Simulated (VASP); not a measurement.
# ZnO (P6_3mc) in VASP: notebook

The runs below take ZnO through single point, with PBEsol+D3(BJ), HSE06, r2SCAN, r2SCAN+rVV10.

Program: VASP 6.6.1. These are calculated values, not measurements. Logs are shortened: lines on timing, memory, paths and dates and some standing lists are left out, and cuts for length are marked.

**What was measured.**

“Electronic structure of alkaline earth and post-transition metal oxides”, 2009, arxiv:0908.1581 quotes, for a bulk crystal of ZnO: band gap 3.37 eV.

How close the calculation comes is told below.

### 1 The cell of the first run

The structure is hexagonal, space group P6_3mc (No. 186). The conventional cell has a = 3.212 Å, b = 3.212 Å, c = 5.181 Å, α = 90.00°, β = 90.00°, γ = 120.00°. Zn (site symmetry 3m) has 4 O at 1.96 Å within 2.6 Å. Within 2.6 Å of O (site symmetry 3m) lie 4 Zn at 1.96 Å.

### 2 Single point, PBEsol+D3(BJ)

INCAR

```
SYSTEM = ZnO
ALGO     = Normal         ! electronic algorithm
EDIFF    = 1E-6           ! SCF threshold, eV
ENCUT    = 1340           ! plane-wave cutoff, eV
GGA      = PS             ! functional
GGA_COMPAT= .FALSE.      
ISIF     = 2              ! what is computed and relaxed
ISMEAR   = -1             ! smearing method
IVDW     = 12             ! dispersion correction
LASPH    = .TRUE.         ! aspherical terms in the spheres
LCHARG   = .FALSE.        ! write CHGCAR
LREAL    = .FALSE.        ! projectors in reciprocal space
LWAVE    = .FALSE.        ! write WAVECAR
NBANDS   = 26             ! bands
NELM     = 120            ! most SCF steps
PREC     = Accurate       ! precision mode
SIGMA    = 0.05           ! smearing width, eV
```

KPOINTS

```
k-points
0
G
  9 9 5
  0 0 0
```

POSCAR

```
ZnO
1.0
    3.2115790850      0.0000000000      0.0000000000
   -1.6057895425      2.7813090739      0.0000000000
    0.0000000000      0.0000000000      5.1811394161
Zn O
2 2
Direct
    0.6666666667      0.3333333333     -0.0000634291
    0.3333333333      0.6666666667      0.4999365709
    0.3333333333      0.6666666667      0.8790734291
    0.6666666667      0.3333333333      0.3790734291
```

Potentials or basis: VASP PAW PBE potentials, release 64 (Zn, O_h).

Command:

```console
$ cat potpaw_PBE.64/Zn/POTCAR potpaw_PBE.64/O_h/POTCAR > POTCAR
$ mpirun -np 1 vasp_std > vasp.out
```

OUTCAR:

```text
SYSTEM = ZnO
   EDIFF = 1E-6
   ENCUT = 1340
   GGA = PS
   ISIF = 2
   ISMEAR = -1
   IVDW = 12
   LASPH = .TRUE.
   LREAL = .FALSE.
   NELM = 120
   PREC = Accurate
 IVDW          = 12

 ion  position               nearest neighbor table
   1  0.667  0.333  1.000-   3 1.96   3 1.96   3 1.96   4 1.96
   2  0.333  0.667  0.500-   4 1.96   4 1.96   4 1.96   3 1.96
   3  0.333  0.667  0.879-   1 1.96   1 1.96   1 1.96   2 1.96
   4  0.667  0.333  0.379-   2 1.96   2 1.96   2 1.96   1 1.96

  LATTYP: Found a hexagonal cell.
 ALAT       =     3.2115790850
 C/A-ratio  =     1.6132685134

  Lattice vectors:

 A1 = (   3.2115790850,   0.0000000000,   0.0000000000)
 A2 = (  -1.6057895425,   2.7813090739,   0.0000000000)
 A3 = (   0.0000000000,   0.0000000000,   5.1811394161)

Analysis of symmetry for initial positions (statically):
=====================================================================
 Subroutine PRICEL returns:
 Original cell was already a primitive cell.

 Routine SETGRP: Setting up the symmetry group for a
 hexagonal supercell.

 Subroutine GETGRP returns: Found 12 space group operations
 (whereof  6 operations were pure point group operations)
 out of a pool of 24 trial point group operations.

The static configuration has the point symmetry C_3v.
 The point group associated with its full space group is C_6v.

Analysis of symmetry for dynamics (positions and initial velocities):
=====================================================================
 Subroutine PRICEL returns:
 Original cell was already a primitive cell.

 Routine SETGRP: Setting up the symmetry group for a
 hexagonal supercell.

 Subroutine GETGRP returns: Found 12 space group operations
 (whereof  6 operations were pure point group operations)
 out of a pool of 24 trial point group operations.

The dynamic configuration has the point symmetry C_3v.
 The point group associated with its full space group is C_6v.

 Subroutine INISYM returns: Found 12 space group operations
 (whereof  6 operations are pure point group operations),
 and found     1 'primitive' translations

----------------------------------------------------------------------------------------

                                     Primitive cell

  volume of cell :      46.2800

  direct lattice vectors                    reciprocal lattice vectors
[... 82 lines left out ...]
   PREC   = accura    normal or accurate (medium, high low for compatibility)
   ISTART =      0    job   : 0-new  1-cont  2-samecut
   ICHARG =      2    charge: 1-file 2-atom 10-const
   ISPIN  =      1    spin polarized calculation?
   LNONCOLLINEAR =      F non collinear calculations
   LSORBIT =      F    spin-orbit coupling
   LASPH  =      T    aspherical Exc in radial PAW
   ENCUT  = 1340.0 eV  98.49 Ry    9.92 a.u.   9.59  9.59 15.46*2*pi/ulx,y,z
   NELM   =    120;   NELMIN=  2; NELMDL= -5     # of ELM steps
   EDIFF  = 0.1E-05   stopping-criterion for ELM
   LREAL  =      F    real-space projection
[... 7 lines left out ...]
   TEBEG  =    0.0;   TEEND  =   0.0 temperature during run
   PSTRESS=    0.0 pullay stress
   NELECT =      36.0000    total number of electrons
   NUPDOWN=      -1.0000    fix difference up-down
   EMIN   =  10.00;   EMAX   =-10.00  energy-range for DOS
   EFERMI =   0.00;   METHOD = LEGACY
   ISMEAR =    -1;   SIGMA  =   0.05  broadening in eV -4-tet -1-fermi 0-gaus
   EFERMI_NEDOS =   21; number of points for ismear=-14 and -15
   IALGO  =     38    algorithm
   IMIX   =      4    mixing-type and parameters
     AMIX     =   0.40;   BMIX     =  1.00
     AMIX_MAG =   1.60;   BMIX_MAG =  1.00
  volume/ion in A,a.u.               =      11.57        78.08
  Fermi-wavevector in a.u.,A,eV,Ry     =   1.505606  2.845182 30.842351  2.266849
  Thomas-Fermi vector in A             =   2.616433
   LORBIT       =      0    0 simple, 1 ext, 2 COOP (PROOUT), +10 PAW based schemes
   GGA     = PS    functional components
   LHFCALC =     F    Hartree Fock is set to
   AEXX    =    0.0000 exact exchange contribution
   IVDW    =    12    specifies the selected vdW correction
   LEPSILON=     F    determine dielectric tensor
   LRPA    =     F    only Hartree local field effects (RPA)
 non-spin polarized calculation
  energy-cutoff  :     1340.00
  volume of cell :       46.28
 maximum number of plane-waves:      5203
 NGX is ok and might be reduce to    40
   NGX = 19   NGY = 19   NGZ = 31

 number of electron      35.9999998 magnetization

 Free energy of the ion-electron system (eV)
  ---------------------------------------------------
  ext. energy  EPLUGINS =         0.00000000
  ---------------------------------------------------
  free energy    TOTEN  =       -19.41055407 eV

  energy without entropy =      -19.41054707  energy(sigma->0) =      -19.41055057

 E-fermi :   2.0408     XC(G=0): -11.3417

 val. band max:        1.6440056378   @ k =   0.0000   0.0000   0.0000
 cond. band min:       2.3623445568   @ k =   0.0000   0.0000   0.0000
 fundamental gap:      0.7183389190
 Fermi energy:         2.0408102387

 k-point     1 :       0.0000    0.0000    0.0000
  band No.  band energies     occupation
      1     -16.6346      2.00000
      2     -15.8497      2.00000
      3      -4.3076      2.00000
      4      -4.2181      2.00000
      5      -4.2181      2.00000
      6      -4.1696      2.00000
[... 685 lines left out ...]
     25      15.0968      0.00000
     26      16.3921      0.00000

 [... further k-points ...]

------------------------ aborting loop because EDIFF is reached ----------------------------------------

 Edisp (eV)   -0.75282

 E8    (eV) :    -0.4507

  FORCE on cell =-STRESS in cart. coord.  units (eV):
  Direction    XX          YY          ZZ          XY          YZ          ZX
  --------------------------------------------------------------------------------------
  -------------------------------------------------------------------------------------
  Total       0.25988     0.25988     0.26689     0.00000     0.00000     0.00000
  in kB       8.99678     8.99678     9.23948     0.00000     0.00000     0.00000
  external pressure =        9.08 kB  Pullay stress =        0.00 kB

 VOLUME and BASIS-vectors are now :
 -----------------------------------------------------------------------------
  energy-cutoff  :     1340.00
  volume of cell :       46.28
      direct lattice vectors                 reciprocal lattice vectors
     3.211579085  0.000000000  0.000000000     0.311373307  0.179771463  0.000000000
    -1.605789542  2.781309074  0.000000000     0.000000000  0.359542925  0.000000000
     0.000000000  0.000000000  5.181139416     0.000000000  0.000000000  0.193007738

 POSITION                                       TOTAL-FORCE (eV/Angst)
 -----------------------------------------------------------------------------------
      1.60579      0.92710      5.18081         0.000000     -0.000000      0.002120
     -0.00000      1.85421      2.59024        -0.000000      0.000000      0.002120
     -0.00000      1.85421      4.55460        -0.000000     -0.000000     -0.002120
      1.60579      0.92710      1.96403        -0.000000      0.000000     -0.002120
 -----------------------------------------------------------------------------------
    total drift:                                0.000000     -0.000000     -0.000111

  FREE ENERGIE OF THE ION-ELECTRON SYSTEM (eV)
  ---------------------------------------------------
  free  energy   TOTEN  =       -20.1633693447 eV

  energy  without entropy=      -20.1633623443  energy(sigma->0) =      -20.16336584
```

OSZICAR:

```text
N       E                     dE             d eps       ncg     rms          rms(c)
DAV:   1     0.445211360127E+03    0.44521E+03   -0.31549E+04  1872   0.384E+03
DAV:   2     0.566004795800E+02   -0.38861E+03   -0.36629E+03  1928   0.673E+02
DAV:   3    -0.177571385090E+02   -0.74358E+02   -0.71668E+02  2202   0.217E+02
DAV:   4    -0.221469153964E+02   -0.43898E+01   -0.43485E+01  2038   0.581E+01
DAV:   5    -0.221933219680E+02   -0.46407E-01   -0.46373E-01  2144   0.601E+00    0.148E+01
DAV:   6    -0.192845928546E+02    0.29087E+01   -0.52911E+00  3130   0.592E+01    0.945E+00
DAV:   7    -0.194615194949E+02   -0.17693E+00   -0.25598E+00  2156   0.159E+01    0.568E+00
DAV:   8    -0.194530362335E+02    0.84833E-02   -0.49878E-01  2582   0.681E+00    0.174E+00
DAV:   9    -0.194090618251E+02    0.43974E-01   -0.80804E-02  2708   0.547E+00    0.447E-01
DAV:  10    -0.194104589916E+02   -0.13972E-02   -0.39971E-02  1890   0.157E+00    0.974E-02
DAV:  11    -0.194105769350E+02   -0.11794E-03   -0.10248E-03  2450   0.536E-01    0.443E-02
DAV:  12    -0.194105528315E+02    0.24103E-04   -0.29043E-04  2244   0.417E-01    0.125E-02
DAV:  13    -0.194105577221E+02   -0.48906E-05   -0.17766E-05  2654   0.798E-02    0.182E-02
DAV:  14    -0.194105540405E+02    0.36816E-05   -0.81327E-06  2218   0.299E-02    0.396E-03
DAV:  15    -0.194105540677E+02   -0.27181E-07   -0.42326E-07  1102   0.582E-03
   1 F= -.20163369E+02 E0= -.20163366E+02  d E =-.700039E-05
```

Run time: 2.3 min. Hardware: 1 thread of Intel Xeon Platinum 8375C at 2.90GHz (Ice Lake), shared host; peak memory 0.4 GiB.

What came out:

```
Free energy                : -20.1634 eV
Pressure                   : 0.9 GPa
Band gap on the k mesh     : 0.72 eV
Dispersion energy per atom : -0.188 eV
```

Forces on the atoms (eV/Å):
```
Zn   0.000  0.000  0.002
Zn   0.000  0.000  0.002
O    0.000  0.000 -0.002
O    0.000  0.000 -0.002
```

Levels at points of the mesh, in eV from the valence-band top:
```tsv
k point	band 16	band 17	band 18	band 19	band 20	band 21
(0.00, 0.00, 0.00)	-0.10	0.00	0.00	0.72	5.22	8.17
```

Caveat: semilocal functionals underestimate gaps, and a narrow one can read as zero; the PAW data sets were made with another functional, which shifts forces and pressure a little.

### 3 Single point, HSE06

This run uses another cell than the first one, of 11.90 Å³/atom.

POSCAR

```
ZnO
1.0
    3.2493080000      0.0000000000      0.0000000000
   -1.6246540000      2.8139832727      0.0000000000
    0.0000000000      0.0000000000      5.2057090000
Zn O
2 2
Direct
    0.6666666667      0.3333333333      0.0000000000
    0.3333333333      0.6666666667      0.5000000000
    0.3333333333      0.6666666667      0.8790100000
    0.6666666667      0.3333333333      0.3790100000
```

INCAR.step1

```
PREC = Accurate ; ENCUT = 520
EDIFF = 1E-5 ; ISMEAR = -1
SIGMA = 0.05 ; LREAL = False
LASPH = True ; NELM = 100
ALGO = Normal ; ISIF = 2
LWAVE = True ; GGA = PE
NBANDS = 26
```

INCAR.step2

```
PREC = Accurate ; ENCUT = 520
EDIFF = 1E-6 ; ISMEAR = -1
SIGMA = 0.05 ; LREAL = False
LASPH = True ; NELM = 100
ALGO = Normal ; ISIF = 2
LWAVE = False ; LCHARG = True
GGA = PE ; LHFCALC = True
HFSCREEN = 0.2079 ; PRECFOCK = Normal
LELF = True ; LVHAR = True
ISTART = 1 ; NBANDS = 26
```

KPOINTS

```
Automatic mesh
0
Gamma
  5 5 3
```

Potentials or basis: VASP PAW PBE potentials, release 64 (Zn, O).

Command:

```console
$ cat potpaw_PBE.64/Zn/POTCAR potpaw_PBE.64/O/POTCAR > POTCAR
$ cp INCAR.step1 INCAR
$ mpirun -np 1 vasp_std > vasp.out
$ cp INCAR.step2 INCAR
$ mpirun -np 1 vasp_std > vasp.out
```

Run time: 42 min. Hardware: 1 thread of Intel Xeon Platinum 8375C at 2.90GHz (Ice Lake), shared host; peak memory 0.27 GiB.

Results (log left out):

- Free energy: -22.7088 eV
- Pressure: 1.7 GPa
- Largest force: 0.083 eV/Å
- Band gap on the k mesh: 2.48 eV

Forces in eV/Å, atoms in the order of the input:
```
Zn   0.000  0.000 -0.083
Zn   0.000  0.000 -0.083
O    0.000  0.000  0.083
O    0.000  0.000  0.083
```

Stress tensor (GPa, compression positive):
```
1.23 0.00 0.00
0.00 1.23 0.00
0.00 0.00 2.62
```

Levels at points of the mesh, in eV from the valence-band top:
```tsv
k point	band 14	band 15	band 16	band 17	band 18	band 19	band 20	band 21	band 22	band 23
(0.00, 0.00, 0.00)	-0.87	-0.87	-0.06	0.00	0.00	2.48	7.19	10.34	14.97	14.97
```

Caveat: the k points lie up to 0.45 Å⁻¹ apart; the PAW data sets were made with another functional, which shifts forces and pressure a little.

### 4 Single point, r2SCAN

This run uses another cell than the first one, of 11.90 Å³/atom.

POSCAR is that of step 3.

INCAR.step1

```
  PREC = Accurate
  ENCUT = 1480
  ISMEAR = -1
  SIGMA = 0.05
  LREAL = False
  LASPH = True
  NELM = 120
  NBANDS = 26
  GGA = PE
  ALGO = Normal
  EDIFF = 1E-5
  LWAVE = True
  LCHARG = False
  GGA_COMPAT = False
```

INCAR.step2

```
  PREC = Accurate
  ENCUT = 1480
  EDIFF = 1E-6
  ISMEAR = -1
  SIGMA = 0.05
  LREAL = False
  LASPH = True
  NELM = 120
  ALGO = Normal
  ISIF = 2
  LWAVE = False
  LCHARG = True
  METAGGA = R2SCAN
  LMIXTAU = True
  LELF = True
  LVHAR = True
  NBANDS = 26
  ISTART = 1
  GGA_COMPAT = False
```

KPOINTS is that of step 3.

Potentials or basis: VASP PAW PBE potentials, release 64 (Zn, O_h).

Command:

```console
$ cat potpaw_PBE.64/Zn/POTCAR potpaw_PBE.64/O_h/POTCAR > POTCAR
$ cp INCAR.step1 INCAR
$ mpirun -np 1 vasp_std > vasp.out
$ cp INCAR.step2 INCAR
$ mpirun -np 1 vasp_std > vasp.out
```

It took 2.2 min on 1 thread of Intel Xeon 6975P-C (Granite Rapids), shared host; peak memory 0.41 GiB.

It converged, with:

| Item | Value |
| --- | --- |
| Free energy | -36.3422 eV |
| Pressure | -0.1 GPa |
| Largest force | 0.073 eV/Å |
| Band gap on the k mesh | 1.23 eV |

Forces in eV/Å, atoms in the order of the input:
```
Zn   0.000  0.000 -0.073
Zn   0.000  0.000 -0.073
O    0.000  0.000  0.073
O    0.000  0.000  0.073
```

Stress tensor (GPa, compression positive):
```
-0.66  0.00  0.00
 0.00 -0.66  0.00
 0.00  0.00  0.92
```

Levels at points of the mesh, in eV from the valence-band top:
| k point | band 15 | band 16 | band 17 | band 18 | band 19 | band 20 | band 21 | band 22 |
| --- | --- | --- | --- | --- | --- | --- | --- | --- |
| (0.00, 0.00, 0.00) | -0.83 | -0.07 | 0.00 | 0.00 | 1.23 | 5.84 | 8.86 | 13.66 |

Caveat: the k points lie up to 0.45 Å⁻¹ apart; the PAW data sets were made with another functional, which shifts forces and pressure a little.

### 5 Single point, r2SCAN+rVV10

This run uses another cell than the first one, of 11.66 Å³/atom.

POSCAR

```
ZnO
1.0
    3.2274999067      0.0000000000      0.0000000000
   -1.6137499533      2.7950969099      0.0000000000
    0.0000000000      0.0000000000      5.1707703030
Zn O
2 2
Direct
    0.6666666667      0.3333333333      0.0000000000
    0.3333333333      0.6666666667      0.5000000000
    0.3333333333      0.6666666667      0.8790100000
    0.6666666667      0.3333333333      0.3790100000
```

INCAR.step1

```
ALGO     = Normal         # electronic algorithm
EDIFF    = 1E-5           # SCF threshold, eV
ENCUT    = 1480           # plane-wave cutoff, eV
GGA      = PE             # functional
GGA_COMPAT= False        
ISMEAR   = -1             # smearing method
LASPH    = True           # aspherical terms in the spheres
LCHARG   = False          # write CHGCAR
LREAL    = False          # projectors in reciprocal space
LWAVE    = True           # write WAVECAR
NBANDS   = 26             # bands
NELM     = 120            # most SCF steps
PREC     = Accurate       # precision mode
SIGMA    = 0.05           # smearing width, eV
```

INCAR.step2

```
ALGO     = Normal         # electronic algorithm
BPARAM   = 11.95        
CPARAM   = 0.0093       
EDIFF    = 1E-6           # SCF threshold, eV
ENCUT    = 1480           # plane-wave cutoff, eV
GGA_COMPAT= False        
ISIF     = 2              # what is computed and relaxed
ISMEAR   = -1             # smearing method
ISTART   = 1            
IVDW_NL  = 2            
LASPH    = True           # aspherical terms in the spheres
LCHARG   = False          # write CHGCAR
LMIXTAU  = True         
LREAL    = False          # projectors in reciprocal space
LUSE_VDW = True         
LWAVE    = False          # write WAVECAR
METAGGA  = R2SCAN         # meta-GGA
NBANDS   = 26             # bands
NELM     = 120            # most SCF steps
PREC     = Accurate       # precision mode
SIGMA    = 0.05           # smearing width, eV
```

KPOINTS

```
k-points
0
Gamma
  9 9 5
```

Command:

```console
$ cat potpaw_PBE.64/Zn/POTCAR potpaw_PBE.64/O_h/POTCAR > POTCAR
$ cp INCAR.step1 INCAR
$ mpirun -np 1 vasp_std > vasp.out
$ cp INCAR.step2 INCAR
$ mpirun -np 1 vasp_std > vasp.out
```

Run time: 14 min. Hardware: 1 thread of Intel Xeon Platinum 8259CL at 2.50GHz (Skylake/Cascade Lake), shared host; peak memory 0.88 GiB.

The run converged. Its results:

| Property | Result |
| --- | --- |
| Free energy | -35.2705 eV |
| Pressure | 1.6 GPa |
| Largest force | 0.079 eV/Å |
| Band gap on the k mesh | 1.21 eV |

Forces on the atoms (eV/Å):
```
Zn   0.000  0.000 -0.079
Zn   0.000  0.000 -0.079
O    0.000  0.000  0.079
O    0.000  0.000  0.079
```

Stress tensor (GPa, compression positive):
```
1.06 0.00 0.00
0.00 1.06 0.00
0.00 0.00 2.81
```

Levels at points of the mesh, in eV from the valence-band top:
```
           k point  band 14  band 15  band 16  band 17  band 18  band 19  band 20  band 21  band 22  band 23
(0.00, 0.00, 0.00)    -0.85    -0.85    -0.08     0.00     0.00     1.21     5.88     8.88    13.73    13.73
```

Caveat: the PAW data sets were made with another functional, which shifts forces and pressure a little.

### 6 The runs side by side

| level | potentials or basis | cell | k mesh | cutoff (eV) | grid for exact exchange (PRECFOCK) | share of exact exchange | screening parameter | gap on the mesh (eV) | pressure (GPa) | largest force (eV/Å) |
| --- | --- | --- | --- | --- | --- | --- | --- | --- | --- | --- |
| PBEsol+D3(BJ) | VASP PAW PBE potentials, release 64 (Zn, O_h) | a = 3.212, b = 3.212, c = 5.181 Å, angles 90.0, 90.0, 120.0°, 4 atoms, atomic positions A | 9 × 9 × 5 | 1340 | - | - | - | 0.72 | 0.9 | - |
| HSE06 | VASP PAW PBE potentials, release 64 (Zn, O) | a = 3.249, b = 3.249, c = 5.206 Å, angles 90.0, 90.0, 120.0°, 4 atoms, atomic positions B | 5 × 5 × 3 | 520 | Normal | 0.25 | 0.2079 1/Å | 2.48 | 1.7 | 0.08 |
| r2SCAN | VASP PAW PBE potentials, release 64 (Zn, O_h) | a = 3.249, b = 3.249, c = 5.206 Å, angles 90.0, 90.0, 120.0°, 4 atoms, atomic positions B | 5 × 5 × 3 | 1480 | - | - | - | 1.23 | -0.1 | 0.07 |
| r2SCAN+rVV10 | VASP PAW PBE potentials, release 64 (Zn, O_h) | a = 3.227, b = 3.227, c = 5.171 Å, angles 90.0, 90.0, 120.0°, 4 atoms, atomic positions B | 9 × 9 × 5 | 1480 | - | - | - | 1.21 | 1.6 | 0.08 |

Alike in all rows: task single point; no spin polarisation; smearing fermi-dirac 0.05 eV.

Caveats: some runs use coarse meshes; the PAW data sets were made with another functional, which shifts forces and pressure a little; semilocal functionals underestimate gaps, and a narrow one can read as zero (at least some runs).

Total energies depend on the potentials used, so only differences within one code and one set of settings carry meaning.

### 7 How close it comes

Step 2. Against the measured gap of ZnO, 3.37 eV (quoted in “Electronic structure of alkaline earth and post-transition metal oxides”, 2009, arxiv:0908.1581), the calculated 0.72 eV is off by -2.65 eV. So large a miss can be the level of theory's own, or it may mean another phase, state or a wrong row. The value is that of PBEsol+D3(BJ), without temperature or zero-point motion. Semilocal functionals fall short of measured gaps as a rule.
